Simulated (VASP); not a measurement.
# MnO: single point with LDA

Crystal: MnO.

```xyz
2
Lattice="0.0000 2.4365 2.4365 2.4365 0.0000 2.4365 2.4365 2.4365 0.0000" Properties=species:S:1:pos:R:3 pbc="T T T"
Mn    0.0000    0.0000    0.0000
O     1.2183    1.2183    1.2183
```

```json
{
  "Program": "VASP 6.6.1",
  "Task": "single point",
  "Functional": "LDA",
  "Potentials or basis": "VASP PAW LDA potentials, release 64 (Mn_pv, O)",
  "Cutoff": "520 eV",
  "k mesh": "7 × 7 × 7",
  "Occupations": "gaussian, width 0.05 eV",
  "Spin": "no spin polarisation",
  "Dipole correction": "no",
  "Further INCAR settings": "ALGO = Normal; EDIFF = 1e-06; NBANDS = 16"
}
```

```yaml
Pressure: -43.1 GPa
```

Levels at points of the mesh, in eV from the Fermi level:
| k point | band 5 | band 6 | band 7 | band 8 | band 9 | band 10 | band 11 | band 12 | band 13 | band 14 |
| --- | --- | --- | --- | --- | --- | --- | --- | --- | --- | --- |
| (0.00, 0.00, 0.00) | -5.04 | -5.04 | -5.04 | -0.36 | -0.31 | -0.31 | 1.45 | 1.45 | 1.45 | 12.73 |

Wall time 26 s on 1 thread of AMD EPYC 7R13, with other jobs on the host, peak memory 0.11 GiB.

Caveat: an odd number of electrons without spin polarisation forces a metal; a magnetic or distorted state may lie lower; the run has no spin polarisation, though such a crystal can be magnetic; semilocal functionals often make such compounds metallic where correlation or magnetic order opens a gap, which also shifts bond lengths. Spin polarisation is off, so any magnetic state and its effect on volume and gap are missing.
